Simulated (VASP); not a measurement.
The system is TiB2 (AlB2 type).

```
Ti B
1.0
     3.15791    0.00000    0.00000
    -1.57895    2.73483    0.00000
     0.00000    0.00000    3.47370
Ti B
1 2
Direct
  0.00000 0.00000 0.00000
  0.33333 0.66667 0.50000
  0.66667 0.33333 0.50000
```

- Program: VASP 6.6.1
- Task: relaxation of cell and atoms
- Functional: PBE
- Potentials or basis: VASP PAW PBE potentials, release 64 (Ti_sv, B)
- Cutoff: 600 eV
- k mesh: 11 × 11 × 9
- Occupations: fermi-dirac, width 0.08 eV
- Spin: no spin polarisation

At the start: pressure -28.2 GPa; volume 10.00 Å³/atom.

Where does the relaxation end?

Over 8 steps the energy falls by 146.3 meV/atom and the volume is 8.56 Å³/atom (-14.4 %); space group P6/mmm (No. 191, to 0.05 Å).

The path:
| step | energy change (eV) | largest force (eV/Å) | pressure (GPa) | volume (Å³) |
| --- | --- | --- | --- | --- |
| 1 | 0.0000 | 0.0000 | -28.20 | 30.00 |
| 2 | -0.1399 | 0.0000 | 36.08 | 22.99 |
| 3 | -0.4220 | 0.0000 | -0.22 | 25.83 |
| 4 | -0.4220 | 0.0000 | 0.52 | 25.75 |
| 5 | -0.4388 | 0.0000 | 0.54 | 25.63 |
| 6 | -0.4388 | 0.0000 | 0.56 | 25.63 |
| 7 | -0.4389 | 0.0000 | -0.45 | 25.73 |
| 8 | -0.4389 | 0.0000 | 0.00 | 25.69 |

Final structure:
```cif
data_structure
_symmetry_space_group_name_H-M 'P 1'
_symmetry_Int_Tables_number 1
_cell_length_a 3.0327
_cell_length_b 3.0327
_cell_length_c 3.2250
_cell_angle_alpha 90.000
_cell_angle_beta 90.000
_cell_angle_gamma 120.000
_cell_volume 25.69
loop_
_atom_site_label
_atom_site_type_symbol
_atom_site_fract_x
_atom_site_fract_y
_atom_site_fract_z
_atom_site_occupancy
Ti1 Ti 0.00000 0.00000 0.00000 1
B1 B 0.33333 0.66667 0.50000 1
B2 B 0.66667 0.33333 0.50000 1
```
